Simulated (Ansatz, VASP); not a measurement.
## Ti in VASP and in Ansatz

```xyz
1
Lattice="0.0000 2.0300 2.0300 2.0300 0.0000 2.0300 2.0300 2.0300 0.0000" Properties=species:S:1:pos:R:3 pbc="T T T"
Ti    0.0000    0.0000    0.0000
```

Alike in both runs: task single point; functional PBEsol; k mesh 13 × 13 × 13; no spin polarisation.

|  | VASP | Ansatz |
| --- | --- | --- |
| version | VASP 6.6.1 | Ansatz 0.2.0 |
| potentials or method | VASP PAW PBE potentials, release 64 (Ti_sv) | plane waves, PAW |
| plane-wave cutoff (eV) | 500 | 420 |
| occupations | methfessel-paxton of order 1, width 0.1 eV | cold, width 0.1 eV |
| valence electrons in the cell | 12 | 12 |

Ansatz gave:

- gap on the k mesh at the Fermi level (eV): none
- pressure (GPa): -0.4

**Question.** Which values does VASP return?

**Answer.** gap on the k mesh at the Fermi level (eV): none; pressure (GPa): -0.7.

VASP's potentials were made for PBE, not for PBEsol. A gap of «none» marks a metal or a gap that the smearing closes.
